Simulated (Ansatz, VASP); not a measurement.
## Ti: VASP beside Ansatz

```
CELL_PARAMETERS angstrom
2.90220 0.00000 0.00000
-1.45110 2.51338 0.00000
0.00000 0.00000 4.60204
ATOMIC_POSITIONS crystal
Ti 0.33333 0.66667 0.25000
Ti 0.66667 0.33333 0.75000
```

Alike in both runs: functional PBEsol; k mesh 18 × 18 × 10; occupations fermi-dirac, width 0.15 eV; no spin polarisation.

Ansatz relaxed the structure, and its values are those at the end. VASP's run is a single point on that final structure, the one shown.

|  | VASP | Ansatz |
| --- | --- | --- |
| version | VASP 6.6.1 | Ansatz 0.2.0 |
| potentials or method | VASP PAW PBE potentials, release 64 (Ti_sv), cutoff 520 eV | scalar-relativistic, plane waves, PAW |
| valence electrons in the cell | 24 | 24 |

VASP gave:

| Item | Value |
| --- | --- |
| gap on the k mesh at the Fermi level (eV) | none |
| pressure (GPa) | -0.3 |

Q: What did Ansatz give for the same quantities?

A: gap on the k mesh at the Fermi level (eV): none; pressure (GPa): 0.0.

VASP's potentials were made for PBE, not for PBEsol. A gap of «none» marks a metal or a gap that the smearing closes.
